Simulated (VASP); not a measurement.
# Sc4Ta (P-43m) in VASP: relaxation of cell and atoms with PBE

Aim: the relaxation of cell and atoms of Sc4Ta with PBE.

All numbers are computed with VASP 6.6.1; they aren't measurements. Logs are shortened: lines on timing, memory, paths and dates and some standing lists are left out, and cuts for length are marked.

### 1 The cell of the first run

Symmetry: P-43m, No. 215, cubic system. Conventional cell: a = 4.624 Å, b = 4.624 Å, c = 4.624 Å, α = 90.00°, β = 90.00°, γ = 90.00°. Sc (site symmetry 3m) has 1 Ta at 2.00 Å within 2.7 Å. Within 2.7 Å of Ta (site symmetry -43m) lie 4 Sc at 2.00 Å.

The cell was generated, and may not be a known phase.

### 2 Relaxation of cell and atoms, PBE

The input, INCAR:

```
ALGO     = Normal         # electronic algorithm
EDIFF    = 1E-7           # SCF threshold, eV
EDIFFG   = -0.04          # ionic threshold
ENCUT    = 500            # plane-wave cutoff, eV
GGA      = PE             # functional
GGA_COMPAT= False        
IBRION   = 2              # ionic algorithm
ISIF     = 3              # what is computed and relaxed
ISMEAR   = 0              # smearing method
LASPH    = True           # aspherical terms in the spheres
LCHARG   = False          # write CHGCAR
LREAL    = False          # projectors in reciprocal space
LWAVE    = False          # write WAVECAR
NELM     = 120            # most SCF steps
NELMIN   = 4            
NSW      = 90             # ionic steps
PREC     = Accurate       # precision mode
SIGMA    = 0.1            # smearing width, eV
```

The input, KPOINTS:

```
k-points
0
Gamma
  4 4 4
```

The input, POSCAR:

```
Sc4Ta
1.0
    4.6240033000      0.0000000000      0.0000000000
    0.0000000000      4.6240033000      0.0000000000
    0.0000000000      0.0000000000      4.6240033000
Sc Ta
4 1
Direct
    0.2500000000      0.2500000000      0.2500000000
    0.7500000000      0.7500000000      0.2500000000
    0.2500000000      0.7500000000      0.7500000000
    0.7500000000      0.2500000000      0.7500000000
    0.0000000000      0.0000000000      0.0000000000
```

Potentials or basis: VASP PAW PBE potentials, release 64 (Sc_sv, Ta_sv_GW).

Run with:

```sh
cat potpaw_PBE.64/Sc_sv/POTCAR potpaw_PBE.64/Ta_sv_GW/POTCAR > POTCAR
mpirun -np 1 vasp_std > vasp.out
```

OUTCAR:

```text
EDIFF = 1E-7
   EDIFFG = -0.04
   ENCUT = 500
   GGA = PE
   IBRION = 2
   ISIF = 3
   ISMEAR = 0
   LASPH = True
   LREAL = False
   NELM = 120
   NELMIN = 4
   NSW = 90
   PREC = Accurate

 ion  position               nearest neighbor table
   1  0.250  0.250  0.250-   5 2.00   3 3.27   4 3.27   2 3.27   3 3.27   4 3.27   2 3.27   3 3.27
                             3 3.27   2 3.27   4 3.27   4 3.27   2 3.27
   2  0.750  0.750  0.250-   5 2.00   3 3.27   4 3.27   1 3.27   3 3.27   4 3.27   1 3.27   4 3.27
                             4 3.27   1 3.27   3 3.27   3 3.27   1 3.27
   3  0.250  0.750  0.750-   5 2.00   2 3.27   4 3.27   1 3.27   1 3.27   2 3.27   1 3.27   4 3.27
                             1 3.27   2 3.27   4 3.27   2 3.27   4 3.27
   4  0.750  0.250  0.750-   5 2.00   2 3.27   3 3.27   1 3.27   1 3.27   2 3.27   2 3.27   3 3.27
                             2 3.27   1 3.27   3 3.27   1 3.27   3 3.27
   5  0.000  0.000  0.000-   1 2.00   2 2.00   3 2.00   4 2.00

  LATTYP: Found a simple cubic cell.
 ALAT       =     4.6240033000

  Lattice vectors:

 A1 = (   4.6240033000,   0.0000000000,   0.0000000000)
 A2 = (   0.0000000000,   4.6240033000,   0.0000000000)
 A3 = (   0.0000000000,   0.0000000000,   4.6240033000)

Analysis of symmetry for initial positions (statically):
=====================================================================
 Subroutine PRICEL returns:
 Original cell was already a primitive cell.

 Routine SETGRP: Setting up the symmetry group for a
 simple cubic supercell.

 Subroutine GETGRP returns: Found 24 space group operations
 (whereof 24 operations were pure point group operations)
 out of a pool of 48 trial point group operations.

The static configuration has the point symmetry T_d .

Analysis of symmetry for dynamics (positions and initial velocities):
=====================================================================
 Subroutine PRICEL returns:
 Original cell was already a primitive cell.

 Routine SETGRP: Setting up the symmetry group for a
 simple cubic supercell.

 Subroutine GETGRP returns: Found 24 space group operations
 (whereof 24 operations were pure point group operations)
 out of a pool of 48 trial point group operations.

The dynamic configuration has the point symmetry T_d .

 Subroutine INISYM returns: Found 24 space group operations
 (whereof 24 operations are pure point group operations),
 and found     1 'primitive' translations

----------------------------------------------------------------------------------------

                                     Primitive cell

  volume of cell :      98.8677

  direct lattice vectors                    reciprocal lattice vectors
     4.624003300  0.000000000  0.000000000     0.216262821  0.000000000  0.000000000
     0.000000000  4.624003300  0.000000000     0.000000000  0.216262821  0.000000000
     0.000000000  0.000000000  4.624003300     0.000000000  0.000000000  0.216262821

  length of vectors
     4.624003300  4.624003300  4.624003300     0.216262821  0.216262821  0.216262821

  position of ions in fractional coordinates (direct lattice)
     0.250000000  0.250000000  0.250000000
     0.750000000  0.750000000  0.250000000
     0.250000000  0.750000000  0.750000000
     0.750000000  0.250000000  0.750000000
     0.000000000  0.000000000  0.000000000

  ion indices of the primitive-cell ions
   primitive index   ion index
                 1           1
                 2           2
                 3           3
                 4           4
                 5           5

----------------------------------------------------------------------------------------

 KPOINTS: k-points

Automatic generation of k-mesh.
 Grid dimensions read from file:
 generate k-points for:    4    4    4

 Generating k-lattice:

  Cartesian coordinates                     Fractional coordinates (reciprocal lattice)
     0.054065705  0.000000000  0.000000000     0.250000000  0.000000000  0.000000000
     0.000000000  0.054065705  0.000000000     0.000000000  0.250000000  0.000000000
     0.000000000  0.000000000  0.054065705     0.000000000  0.000000000  0.250000000

  Length of vectors
     0.054065705  0.054065705  0.054065705

  Shift w.r.t. Gamma in fractional coordinates (k-lattice)
     0.000000000  0.000000000  0.000000000

 Subroutine IBZKPT returns following result:
 ===========================================

 Found     10 irreducible k-points:

 Following reciprocal coordinates:
            Coordinates               Weight
  0.000000  0.000000  0.000000      1.000000
  0.250000  0.000000  0.000000      6.000000
  0.500000  0.000000  0.000000      3.000000
  0.250000  0.250000  0.000000     12.000000
  0.500000  0.250000  0.000000     12.000000
  0.500000  0.500000  0.000000      3.000000
  0.250000  0.250000  0.250000      8.000000
  0.500000  0.250000  0.250000     12.000000
  0.500000  0.500000  0.250000      6.000000
  0.500000  0.500000  0.500000      1.000000
   k-points           NKPTS =     10   k-points in BZ     NKDIM =     10   number of bands    NBANDS=     34
   number of dos      NEDOS =    301   number of ions     NIONS =      5
   total plane-waves  NPLWV =  46656
   dimension x,y,z NGX =    36 NGY =   36 NGZ =   36
   dimension x,y,z NGXF=    72 NGYF=   72 NGZF=   72
   ions per type =               4   1
   NGX,Y,Z   is equivalent  to a cutoff of  12.94, 12.94, 12.94 a.u.
   NGXF,Y,Z  is equivalent  to a cutoff of  25.89, 25.89, 25.89 a.u.
 SYSTEM =  unknown system
   PREC   = accura    normal or accurate (medium, high low for compatibility)
   ISTART =      0    job   : 0-new  1-cont  2-samecut
   ICHARG =      2    charge: 1-file 2-atom 10-const
   ISPIN  =      1    spin polarized calculation?
   LNONCOLLINEAR =      F non collinear calculations
   LSORBIT =      F    spin-orbit coupling
   LASPH  =      T    aspherical Exc in radial PAW
   ENCUT  =  500.0 eV  36.75 Ry    6.06 a.u.   8.43  8.43  8.43*2*pi/ulx,y,z
   NELM   =    120;   NELMIN=  4; NELMDL= -5     # of ELM steps
   EDIFF  = 0.1E-06   stopping-criterion for ELM
   LREAL  =      F    real-space projection
   EDIFFG = -.4E-01   stopping-criterion for IOM
   NSW    =     90    number of steps for IOM
   IBRION =      2    ionic relax: 0-MD 1-quasi-New 2-CG
   NFREE  =      1    steps in history (QN), initial steepest desc. (CG)
   ISIF   =      3    stress and relaxation
   ISYM   =      2    0-nonsym 1-usesym 2-fastsym
   POTIM  = 0.5000    time-step for ionic-motion
   TEBEG  =    0.0;   TEEND  =   0.0 temperature during run
   PSTRESS=    0.0 pullay stress
   NELECT =      57.0000    total number of electrons
   NUPDOWN=      -1.0000    fix difference up-down
   EMIN   =  10.00;   EMAX   =-10.00  energy-range for DOS
   EFERMI =   0.00;   METHOD = LEGACY
   ISMEAR =     0;   SIGMA  =   0.10  broadening in eV -4-tet -1-fermi 0-gaus
   EFERMI_NEDOS =   21; number of points for ismear=-14 and -15
   IALGO  =     38    algorithm
   IMIX   =      4    mixing-type and parameters
     AMIX     =   0.40;   BMIX     =  1.00
     AMIX_MAG =   1.60;   BMIX_MAG =  1.00
  volume/ion in A,a.u.               =      19.77       133.44
  Fermi-wavevector in a.u.,A,eV,Ry     =   1.362537  2.574822 25.259313  1.856507
  Thomas-Fermi vector in A             =   2.489018
   LORBIT       =      0    0 simple, 1 ext, 2 COOP (PROOUT), +10 PAW based schemes
   GGA     = PE    functional components
   LHFCALC =     F    Hartree Fock is set to
   AEXX    =    0.0000 exact exchange contribution
   IVDW    =     0    specifies the selected vdW correction
   LEPSILON=     F    determine dielectric tensor
   LRPA    =     F    only Hartree local field effects (RPA)
 conjugate gradient relaxation of ions
 non-spin polarized calculation
 Gauss-broadening in eV      SIGMA  =   0.10
  energy-cutoff  :      500.00
  volume of cell :       98.87
 maximum number of plane-waves:      2522
 NGX is ok and might be reduce to    36
   NGX = 17   NGY = 17   NGZ = 17

--------------------------------------- Ionic step        1  -------------------------------------------

 number of electron      56.9999982 magnetization

 Free energy of the ion-electron system (eV)
  ---------------------------------------------------
  ext. energy  EPLUGINS =         0.00000000
  ---------------------------------------------------
  free energy    TOTEN  =       -28.54755602 eV

  energy without entropy =      -28.51281406  energy(sigma->0) =      -28.53018504

 E-fermi :   6.0746     XC(G=0): -10.8504

 val. band max:        5.9562936002   @ k =   0.2500   0.2500   0.0000
 cond. band min:       6.0767854465   @ k =   0.5000   0.5000   0.0000
 fundamental gap:      0.1204918463
 Fermi energy:         6.0745972516

 k-point     1 :       0.0000    0.0000    0.0000
  band No.  band energies     occupation
      1     -61.5668      2.00000
      2     -43.3758      2.00000
      3     -43.3758      2.00000
      4     -43.3758      2.00000
      5     -43.2266      2.00000
      6     -29.2517      2.00000
[... 395 lines left out ...]
  energy  without entropy=      -28.5128140595  energy(sigma->0) =      -28.53018504

--------------------------------------- Ionic step        2  -------------------------------------------

 number of electron      57.0000051 magnetization

 E-fermi :   1.9517     XC(G=0):  -8.4640

 val. band max:        1.9388502913   @ k =   0.2500   0.2500   0.2500
 cond. band min:       1.9842809104   @ k =   0.5000   0.2500   0.0000
 fundamental gap:      0.0454306190
 Fermi energy:         1.9517173678

 k-point     1 :       0.0000    0.0000    0.0000
  band No.  band energies     occupation
      1     -66.2337      2.00000
      2     -48.2717      2.00000
      3     -48.2483      2.00000
      4     -48.2483      2.00000
      5     -48.2483      2.00000
      6     -32.6861      2.00000
[... 590 lines left out ...]
  energy  without entropy=      -34.5486406897  energy(sigma->0) =      -34.56948920

--------------------------------------- Ionic step        8  -------------------------------------------

 number of electron      57.0000023 magnetization

 Free energy of the ion-electron system (eV)
  ---------------------------------------------------
  ext. energy  EPLUGINS =         0.00000000
  ---------------------------------------------------
  free energy    TOTEN  =       -34.59916401 eV

  energy without entropy =      -34.55546757  energy(sigma->0) =      -34.57731579

 E-fermi :   4.1011     XC(G=0):  -9.9486

 val. band max:        4.0699803914   @ k =   0.2500   0.2500   0.0000
 cond. band min:       4.1095241759   @ k =   0.5000   0.5000   0.2500
 fundamental gap:      0.0395437846
 Fermi energy:         4.1010625699

 k-point     1 :       0.0000    0.0000    0.0000
  band No.  band energies     occupation
      1     -63.1592      2.00000
      2     -45.2950      2.00000
      3     -45.2402      2.00000
      4     -45.2402      2.00000
      5     -45.2402      2.00000
      6     -29.8425      2.00000
[... 391 lines left out ...]
  FREE ENERGIE OF THE ION-ELECTRON SYSTEM (eV)
  ---------------------------------------------------
  free  energy   TOTEN  =       -34.5991640052 eV

  energy  without entropy=      -34.5554675677  energy(sigma->0) =      -34.57731579

 reached required accuracy - stopping structural energy minimisation
```

Run time: 8.8 min. Hardware: 1 thread of Intel Xeon Platinum 8488C (Sapphire Rapids), shared host; peak memory 0.23 GiB.

Results:

```yaml
Free_energy: -34.5992 eV
Relaxed_volume: 25.13 Å³/atom
Relaxed_cell: a = 5.009 Å, b = 5.009 Å, c = 5.009 Å, α = 90.00°, β = 90.00°, γ = 90.00°
Space_group_after_relaxing_to_0.1_Å: P-43m (No. 215)
Energy_gained_by_relaxing: 1210.3 meV/atom
Ionic_steps: 8
Pressure_after_relaxing: 0.1 GPa
Band_gap_on_the_k_mesh: zero (an odd number of electrons rules out a gap without spin polarisation)
```

Step by step:
| step | energy change (eV) | largest force (eV/Å) | pressure (GPa) | volume (Å³) |
| --- | --- | --- | --- | --- |
| 1 | 0.0000 | 8.3251 | 39.08 | 98.87 |
| 2 | -3.4148 | 0.9279 | -9.29 | 185.19 |
| 3 | -5.8827 | 0.4410 | -3.05 | 137.14 |
| 4 | -5.8955 | 0.5300 | -2.58 | 135.64 |
| 5 | -5.9009 | 0.6722 | -1.83 | 133.42 |
| 6 | -6.0071 | 0.4511 | -0.63 | 128.62 |
| 7 | -6.0428 | 0.1693 | 0.82 | 124.03 |
| 8 | -6.0516 | 0.0210 | 0.11 | 125.65 |

Final structure:
```
CELL_PARAMETERS angstrom
5.00864 0.00000 0.00000
0.00000 5.00864 0.00000
0.00000 0.00000 5.00864
ATOMIC_POSITIONS crystal
Sc 0.28615 0.28615 0.28615
Sc 0.71385 0.71385 0.28615
Sc 0.28615 0.71385 0.71385
Sc 0.71385 0.28615 0.71385
Ta 0.00000 0.00000 0.00000
```

Caveat: the volume moved by over 15 % at a fixed basis, so the end points are rough; spin-orbit coupling is left out, which moves the levels of the heavy elements.

The gap in the log of VASP goes by the Fermi energy; the results here count the filled bands.